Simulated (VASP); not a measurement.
# Eu (Fm-3m) in VASP: a series of runs

The runs below take Eu through single point, relaxation of cell and atoms, with PBE.

Program: VASP 6.6.1. These are calculated values, not measurements. Logs are shortened: lines on timing, memory, paths and dates and some standing lists are left out, and cuts for length are marked.

## Step 1: The cell of the first run

The structure is cubic, space group Fm-3m (No. 225). Conventional cell: a = 4.650 Å, b = 4.650 Å, c = 4.650 Å, α = 90.00°, β = 90.00°, γ = 90.00°. Within 4.3 Å of Eu (site symmetry m-3m) lie 12 Eu at 3.29 Å.

This isn't the form of Eu at room conditions, which is bcc.

## Step 2: Single point, PBE, collinear spin, ferromagnetic start

File INCAR:

```
PREC = Accurate ; ENCUT = 520
EDIFF = 1E-6 ; ISMEAR = -1
SIGMA = 0.08 ; LREAL = False
LASPH = True ; NELM = 150
ALGO = Normal ; ISIF = 2
LWAVE = False ; LCHARG = False
ISPIN = 2 ; MAGMOM = 7
LORBIT = 11 ; LMAXMIX = 6
GGA = PE ; NBANDS = 18
```

File KPOINTS:

```
Automatic mesh
0
Gamma
  14 14 14
```

File POSCAR:

```
Eu
1.0
    0.0000000000      2.3249309904      2.3249309904
    2.3249309904      0.0000000000      2.3249309904
    2.3249309904      2.3249309904      0.0000000000
Eu
1
Direct
    0.0000000000      0.0000000000      0.0000000000
```

Potentials or basis: VASP PAW PBE potentials, release 64 (Eu).

Command:

```bash
> cat potpaw_PBE.64/Eu/POTCAR > POTCAR
> mpirun -np 1 vasp_std > vasp.out
```

OUTCAR:

```text
PREC = Accurate
   ENCUT = 520
   EDIFF = 1E-6
   ISMEAR = -1
   LREAL = False
   LASPH = True
   NELM = 150
   ISIF = 2
   ISPIN = 2
   LORBIT = 11
   GGA = PE

 ion  position               nearest neighbor table
   1  0.000  0.000  0.000-

  LATTYP: Found a face centered cubic cell.
 ALAT       =     4.6498619808

  Lattice vectors:

 A1 = (   0.0000000000,   2.3249309904,   2.3249309904)
 A2 = (   2.3249309904,   0.0000000000,   2.3249309904)
 A3 = (   2.3249309904,   2.3249309904,   0.0000000000)

Analysis of symmetry for initial positions (statically):
=====================================================================
 Subroutine PRICEL returns:
 Original cell was already a primitive cell.

 Routine SETGRP: Setting up the symmetry group for a
 face centered cubic supercell.

 Subroutine GETGRP returns: Found 48 space group operations
 (whereof 48 operations were pure point group operations)
 out of a pool of 48 trial point group operations.

The static configuration has the point symmetry O_h .

Analysis of symmetry for dynamics (positions and initial velocities):
=====================================================================
 Subroutine PRICEL returns:
 Original cell was already a primitive cell.

 Routine SETGRP: Setting up the symmetry group for a
 face centered cubic supercell.

 Subroutine GETGRP returns: Found 48 space group operations
 (whereof 48 operations were pure point group operations)
 out of a pool of 48 trial point group operations.

The dynamic configuration has the point symmetry O_h .

Analysis of structural, dynamic, and magnetic symmetry:
=====================================================================
 Subroutine PRICEL returns:
 Original cell was already a primitive cell.

 Routine SETGRP: Setting up the symmetry group for a
 face centered cubic supercell.

 Subroutine GETGRP returns: Found 48 space group operations
 (whereof 48 operations were pure point group operations)
 out of a pool of 48 trial point group operations.

The overall configuration has the point symmetry O_h .

 Subroutine INISYM returns: Found 48 space group operations
 (whereof 48 operations are pure point group operations),
 and found     1 'primitive' translations

----------------------------------------------------------------------------------------

                                     Primitive cell

  volume of cell :      25.1339

  direct lattice vectors                    reciprocal lattice vectors
[... 98 lines left out ...]
   EMIN   =  10.00;   EMAX   =-10.00  energy-range for DOS
   EFERMI =   0.00;   METHOD = LEGACY
   ISMEAR =    -1;   SIGMA  =   0.08  broadening in eV -4-tet -1-fermi 0-gaus
   EFERMI_NEDOS =   21; number of points for ismear=-14 and -15
   IALGO  =     38    algorithm
   IMIX   =      4    mixing-type and parameters
     AMIX     =   0.40;   BMIX     =  1.00
     AMIX_MAG =   1.60;   BMIX_MAG =  1.00
  volume/ion in A,a.u.               =      25.13       169.61
  Fermi-wavevector in a.u.,A,eV,Ry     =   1.437047  2.715626 28.097460  2.065105
  Thomas-Fermi vector in A             =   2.556168
   LORBIT       =     11    0 simple, 1 ext, 2 COOP (PROOUT), +10 PAW based schemes
   GGA     = PE    functional components
   LHFCALC =     F    Hartree Fock is set to
   AEXX    =    0.0000 exact exchange contribution
   IVDW    =     0    specifies the selected vdW correction
   LEPSILON=     F    determine dielectric tensor
   LRPA    =     F    only Hartree local field effects (RPA)
 spin polarized calculation
  energy-cutoff  :      520.00
  volume of cell :       25.13
 maximum number of plane-waves:       692
   NGX = 13   NGY = 13   NGZ = 13

 number of electron      16.9999997 magnetization       7.2315410

 Free energy of the ion-electron system (eV)
  ---------------------------------------------------
  ext. energy  EPLUGINS =         0.00000000
  ---------------------------------------------------
  free energy    TOTEN  =       -10.87195563 eV

  energy without entropy =      -10.82986186  energy(sigma->0) =      -10.85090874

 E-fermi :   4.4318     XC(G=0): -11.1717

 val. band max:        4.4298318454   @ k =  -0.4286   0.4286   0.0714
 cond. band min:       4.4351184218   @ k =  -0.3571   0.4286   0.1429
 fundamental gap:      0.0052865764
 Fermi energy:         4.4318199461

 spin component 1

 k-point     1 :       0.0000    0.0000    0.0000
  band No.  band energies     occupation
      1     -37.0833      1.00000
      2     -14.8001      1.00000
      3     -14.8001      1.00000
      4     -14.8001      1.00000
      5      -0.2816      1.00000
      6       3.4281      1.00000
[... 493 lines left out ...]
     17      10.9556      0.00000
     18      16.9226      0.00000

 [... further k-points ...]

 spin component 2

 k-point     1 :       0.0000    0.0000    0.0000
  band No.  band energies     occupation
      1     -34.0375      1.00000
      2     -12.4055      1.00000
      3     -12.4055      1.00000
      4     -12.4055      1.00000
      5       0.9384      1.00000
      6       7.6509      0.00000
[... 493 lines left out ...]
     17      12.4882      0.00000
     18      18.2111      0.00000

 [... further k-points ...]

------------------------ aborting loop because EDIFF is reached ----------------------------------------

  FORCE on cell =-STRESS in cart. coord.  units (eV):
  Direction    XX          YY          ZZ          XY          YZ          ZX
  --------------------------------------------------------------------------------------
  -------------------------------------------------------------------------------------
  Total        2.6532953      2.6532953      2.6532953      0.0000000     -0.0000000      0.0000000
  in kB      169.1359667    169.1359667    169.1359667      0.0000000     -0.0000000      0.0000000
  external PRESSURE =     169.1359667 kB  Pullay stress =       0.0000000 kB

 VOLUME and BASIS-vectors are now :
 -----------------------------------------------------------------------------
  energy-cutoff  :      520.00
  volume of cell :       25.13
      direct lattice vectors                 reciprocal lattice vectors
     0.000000000  2.324930990  2.324930990    -0.215060147  0.215060147  0.215060147
     2.324930990  0.000000000  2.324930990     0.215060147 -0.215060147  0.215060147
     2.324930990  2.324930990  0.000000000     0.215060147  0.215060147 -0.215060147

 POSITION                                       TOTAL-FORCE (eV/Angst)
 -----------------------------------------------------------------------------------
      0.00000      0.00000      0.00000        -0.000000     -0.000000      0.000000
 -----------------------------------------------------------------------------------
    total drift:                               -0.000000     -0.000000      0.000000

  FREE ENERGIE OF THE ION-ELECTRON SYSTEM (eV)
  ---------------------------------------------------
  free  energy   TOTEN  =       -10.8719556305 eV

  energy  without entropy=      -10.8298618574  energy(sigma->0) =      -10.85090874

 total charge

# of ion       s       p       d       f       tot
--------------------------------------------------
    1        2.117   5.661   0.673   6.504  14.955

 magnetization (x)

# of ion       s       p       d       f       tot
--------------------------------------------------
    1        0.012  -0.070   0.246   6.481   6.669
```

Run time: 2.1 min. Hardware: 1 thread of Oxide Virtual Turin-like, shared host; peak memory 0.18 GiB.

Results:

- Free energy: -10.8720 eV
- Pressure: 16.9 GPa
- Net moment: 7.23 μB per cell
- Site moments: Eu +6.67 μB
- Valence electrons inside the program's atomic spheres: Eu 14.96

Caveat: the cell stands under pressure; spin-orbit coupling is left out, which moves the levels of the heavy elements; semilocal functionals describe open f shells poorly, which spoils levels, moments and volumes.

## Step 3: Single point, PBE, collinear spin, ferromagnetic start

This run uses another cell than the first one, of 25.21 Å³/atom.

File INCAR:

```
SYSTEM = Eu
ALGO = Normal
EDIFF = 1E-6
ENCUT = 520
GGA = PE
ISIF = 2
ISMEAR = -1
ISPIN = 2
LASPH = .True.
LCHARG = .False.
LMAXMIX = 6
LORBIT = 11
LREAL = .False.
LWAVE = .False.
MAGMOM = 7
NBANDS = 18
NELM = 150
PREC = Accurate
SIGMA = 0.08
```

File KPOINTS:

```
k-points
0
Gamma
  14 14 14
  0 0 0
```

File POSCAR:

```
Eu
1.0
    0.0000000000      2.3271802841      2.3271802841
    2.3271802841      0.0000000000      2.3271802841
    2.3271802841      2.3271802841      0.0000000000
Eu
1
Direct
    0.0000000000      0.0000000000      0.0000000000
```

Potentials or basis: VASP PAW PBE potentials, release 64 (Eu).

Command:

```bash
> cat potpaw_PBE.64/Eu/POTCAR > POTCAR
> mpirun -np 1 vasp_std > vasp.out
```

Wall time 1.9 min (1 thread of Oxide Virtual Turin-like, shared host); peak memory 0.19 GiB.

The run converged. Its results:

```yaml
Free_energy: -10.8797 eV
Pressure: 16.7 GPa
Net_moment: 7.24 μB per cell
Site_moments: Eu +6.67 μB
Valence_electrons_inside_the_program's_atomic_spheres: Eu 14.95
```

Levels at points of the mesh, in eV from the Fermi level:
Spin up:
```
           k point  band 8  band 9  band 10  band 11  band 12  band 13  band 14  band 15  band 16  band 17
(0.00, 0.00, 0.00)   -0.67   -0.67    -0.33    -0.33    -0.33     2.06     2.06     2.06     5.41     5.41
(0.50, 0.00, 0.00)   -0.71   -0.48    -0.36    -0.36    -0.31     1.77     1.77     3.17     8.00     8.00
(0.50, 0.50, 0.00)   -0.64   -0.64    -0.53    -0.41    -0.41    -0.37     5.26     8.09     8.80     8.80
```
Spin down:
```tsv
k point	band 2	band 3	band 4	band 5	band 6	band 7	band 8	band 9
(0.00, 0.00, 0.00)	-16.84	-16.84	-16.84	-3.50	3.22	3.37	3.37	3.37
(0.50, 0.00, 0.00)	-19.14	-17.13	-17.13	-1.21	2.95	2.95	3.04	3.86
(0.50, 0.50, 0.00)	-18.96	-17.65	-17.65	-1.89	-0.63	4.04	4.05	4.05
```

Caveat: the cell stands under pressure; spin-orbit coupling is left out, which moves the levels of the heavy elements; semilocal functionals describe open f shells poorly, which spoils levels, moments and volumes. The state reached can hang on the start; a lower one may exist.

## Step 4: Relaxation of cell and atoms, PBE, collinear spin, ferromagnetic start, target pressure 17 GPa, at which the enthalpy is minimised

File INCAR:

```
PREC     = Accurate       # precision mode
ENCUT    = 600            # plane-wave cutoff, eV
EDIFF    = 1E-7           # SCF threshold, eV
ISMEAR   = -1             # smearing method
SIGMA    = 0.08           # smearing width, eV
LREAL    = False          # projectors in reciprocal space
LASPH    = True           # aspherical terms in the spheres
NELM     = 150            # most SCF steps
ALGO     = Normal         # electronic algorithm
ISIF     = 3              # what is computed and relaxed
LWAVE    = False          # write WAVECAR
LCHARG   = False          # write CHGCAR
ISPIN    = 2              # spin polarisation
MAGMOM   = 7              # initial moments
LORBIT   = 11             # projections on sites
LMAXMIX  = 6              # l up to which the mixer works
GGA      = PE             # functional
IBRION   = 2              # ionic algorithm
NSW      = 32             # ionic steps
EDIFFG   = -0.005         # ionic threshold
PSTRESS  = 170.0
```

File KPOINTS:

```
Automatic mesh
0
Gamma
  14 14 14
```

File POSCAR:

```
Eu
1.0
    0.0000000000      2.3249309904      2.3249309904
    2.3249309904      0.0000000000      2.3249309904
    2.3249309904      2.3249309904      0.0000000000
Eu
1
Direct
    0.0000000000      0.0000000000      0.0000000000
```

Command:

```bash
> cat potpaw_PBE.64/Eu/POTCAR > POTCAR
> mpirun -np 1 vasp_std > vasp.out
```

Run time: 3.9 min. Hardware: 1 thread of Oxide Virtual Turin-like, shared host; peak memory 0.22 GiB.

The run converged. Its results:

```yaml
Free_energy: -10.8733 eV
Pressure_after_relaxing: 17.0 GPa
Net_moment: 7.23 μB per cell
Site_moments: Eu +6.67 μB
Valence_electrons_inside_the_program's_atomic_spheres: Eu 14.95
```

Final structure:
```xyz
1
Lattice="0.0000 2.3249 2.3249 2.3249 0.0000 2.3249 2.3249 2.3249 0.0000" Properties=species:S:1:pos:R:3 pbc="T T T"
Eu    0.0000    0.0000    0.0000
```

Levels at points of the mesh, in eV from the Fermi level:
Spin up:
| k point | band 10 | band 11 | band 12 | band 13 | band 14 | band 15 |
| --- | --- | --- | --- | --- | --- | --- |
| (0.00, 0.00, 0.00) | -0.33 | -0.33 | -0.33 | 2.06 | 2.06 | 2.06 |
| (0.50, 0.00, 0.00) | -0.36 | -0.36 | -0.31 | 1.77 | 1.77 | 3.19 |
| (0.50, 0.50, 0.00) | -0.53 | -0.41 | -0.41 | -0.37 | 5.29 | 8.11 |
Spin down:
| k point | band 1 | band 2 | band 3 | band 4 | band 5 | band 6 | band 7 | band 8 | band 9 | band 10 |
| --- | --- | --- | --- | --- | --- | --- | --- | --- | --- | --- |
| (0.00, 0.00, 0.00) | -38.47 | -16.84 | -16.84 | -16.84 | -3.49 | 3.22 | 3.37 | 3.37 | 3.37 | 3.89 |
| (0.50, 0.00, 0.00) | -38.14 | -19.16 | -17.12 | -17.12 | -1.22 | 2.95 | 2.95 | 3.04 | 3.87 | 3.98 |
| (0.50, 0.50, 0.00) | -38.04 | -18.97 | -17.65 | -17.65 | -1.90 | -0.64 | 4.04 | 4.05 | 4.05 | 4.08 |

Caveat: the cell is relaxed towards a set pressure, so the run minimises the enthalpy, not the energy; spin-orbit coupling is left out, which moves the levels of the heavy elements; semilocal functionals describe open f shells poorly, which spoils levels, moments and volumes. The state reached can hang on the start; a lower one may exist.

## Step 5: The runs side by side

```csv
task,cell,cutoff (eV),gap on the mesh (eV),pressure (GPa),moment (μB)
single point,"a = 3.288 Å, angles 60.0°, 1 atom",520,none,16.9,7.23
single point,"a = 3.291 Å, angles 60.0°, 1 atom",520,none,16.7,7.24
relaxation of cell and atoms,"relaxed to 17 GPa from a = 3.288 Å, angles 60.0°, 1 atom",600,none,17.0,7.23
```

Alike in all rows: level PBE; potentials or basis VASP PAW PBE potentials, release 64 (Eu); spin collinear, ferromagnetic start; k mesh 14 × 14 × 14; smearing fermi-dirac 0.08 eV.

Caveats: spin-orbit coupling is left out, which moves the levels of the heavy elements; semilocal functionals describe open f shells poorly, which spoils levels, moments and volumes; the cell stands under pressure (at least some runs); the cell is relaxed towards a set pressure, so the run minimises the enthalpy, not the energy (at least some runs).

Total energies depend on the potentials used, so only differences within one code and one set of settings carry meaning.
